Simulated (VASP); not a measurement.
YSe4F2:

```xyz
7
Lattice="6.4236 0.0000 0.0000 0.0000 6.4236 0.0000 0.0000 0.0000 3.6635" Properties=species:S:1:pos:R:3 pbc="T T T"
Y     0.0000    0.0000    0.0000
Se    2.0044    2.0044    0.0000
Se    4.4192    4.4192    0.0000
Se    2.0044    4.4192    0.0000
Se    4.4192    2.0044    0.0000
F     0.0000    3.2118    1.8317
F     3.2118    0.0000    1.8317
```

The cell was built from a structure type or drawn by symmetry, and may not be a known phase.

- Program: VASP 6.6.1
- Task: relaxation of cell and atoms
- Functional: PBE
- Potentials or basis: VASP PAW PBE potentials, release 64 (Y_sv, Se, F)
- Cutoff: 600 eV
- k mesh: 4 × 4 × 6
- Occupations: gaussian, width 0.1 eV
- Spin: no spin polarisation

At the start: pressure 0.0 GPa; volume 21.60 Å³/atom.

Task: Where does the relaxation end?

Result: Over 5 steps the energy falls by 2.7 meV/atom and the volume is 21.51 Å³/atom (-0.4 %); space group P4/mmm (No. 123, to 0.1 Å) before and after.

Step by step:
```tsv
step	energy change (eV)	largest force (eV/Å)	pressure (GPa)	volume (Å³)
1	0.0000	0.1001	0.04	151.17
2	-0.0067	0.0925	-0.11	151.29
3	-0.0167	0.0679	-0.48	151.62
4	-0.0178	0.1102	0.28	149.79
5	-0.0189	0.0351	-0.04	150.54
```

Final structure:
```yaml
crystal:
  lattice:
    - [6.48691, 0.00000, 0.00000]
    - [0.00000, 6.48691, 0.00000]
    - [0.00000, 0.00000, 3.57755]
  atoms:
    - { symbol: Y, position: [0.00000, 0.00000, 0.00000] }
    - { symbol: Se, position: [0.31471, 0.31471, 0.00000] }
    - { symbol: Se, position: [0.68529, 0.68529, 0.00000] }
    - { symbol: Se, position: [0.31471, 0.68529, 0.00000] }
    - { symbol: Se, position: [0.68529, 0.31471, 0.00000] }
    - { symbol: F, position: [0.00000, 0.50000, 0.50000] }
    - { symbol: F, position: [0.50000, 0.00000, 0.50000] }
```

Caveat: an odd number of electrons without spin polarisation forces a metal; a magnetic or distorted state may lie lower.
